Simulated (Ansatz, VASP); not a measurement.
# W3C in VASP and in Ansatz

The input INCAR:

```
  ALGO = Normal
  DIPOL = 0.5 0.5 0.353
  EDIFF = 1E-7
  ENCUT = 520
  GGA = PE
  IDIPOL = 3
  ISIF = 2
  ISMEAR = 0
  LASPH = True
  LCHARG = False
  LDIPOL = True
  LREAL = False
  LWAVE = False
  NBANDS = 31
  NELM = 60
  PREC = Accurate
  SIGMA = 0.1
```

The input KPOINTS:

```
k-points
0
Gamma
  9 9 1
```

File POSCAR:

```
W3C
1.0
    2.8545944806      0.0000000000      0.0000000000
   -1.4272972403      2.4721513377      0.0000000000
    0.0000000000      0.0000000000     21.6971108210
W C
3 1
Direct
    0.6666666667      0.3333333333      0.1843563428
    0.3333333333      0.6666666667      0.2926027619
    0.0000000000      0.0000000000      0.4008418859
    0.2222222222     -0.2222222222      0.5358829070
```

Input for Ansatz:

```yaml
crystal:
  lattice:
    - [2.8545944806, 0.0, 0.0]
    - [-1.4272972403, 2.4721513377, 0.0]
    - [0.0, 0.0, 21.697110821]
  atoms:
    - { symbol: W, position: [0.6666666667, 0.3333333333, 0.1843563428] }
    - { symbol: W, position: [0.3333333333, 0.6666666667, 0.2926027619] }
    - { symbol: W, position: [0.0, 0.0, 0.4008418859] }
    - { symbol: C, position: [0.2222222222, -0.2222222222, 0.535882907] }
basis:
  ecutwfc: 420
kpoints:
  mp_grid: { grid: [9, 9, 1] }
hamiltonian:
  xc: pbe
scf:
  occupations: { method: gaussian, width: 0.1 }
output:
  forces: true
  eigenvalues: true
efield:
  axis: 3
  dipole_correction: true
  ramp_width: 0.04
```

Alike in both runs: task single point; functional PBE; k mesh 9 × 9 × 1; occupations gaussian, width 0.1 eV; no spin polarisation.

```csv
,VASP,Ansatz
version,VASP 6.6.1,Ansatz 0.2.0
potentials or method,"VASP PAW PBE potentials, release 64 (W_sv, C), cutoff 520 eV","scalar-relativistic, plane waves, PAW"
valence electrons in the cell,46,46
```

Ansatz gave:

| Property | Result |
| --- | --- |
| gap on the k mesh at the Fermi level (eV) | none |
| rms of the force components (eV/Å) | 0.648 |

Question: What did VASP give for the same quantities?

Answer: gap on the k mesh at the Fermi level (eV): none; rms of the force components (eV/Å): 0.653.

Atom by atom the forces differ by 0.009 eV/Å (rms over components). A gap of «none» marks a metal or a gap that the smearing closes.

Neither program's run includes spin-orbit coupling.
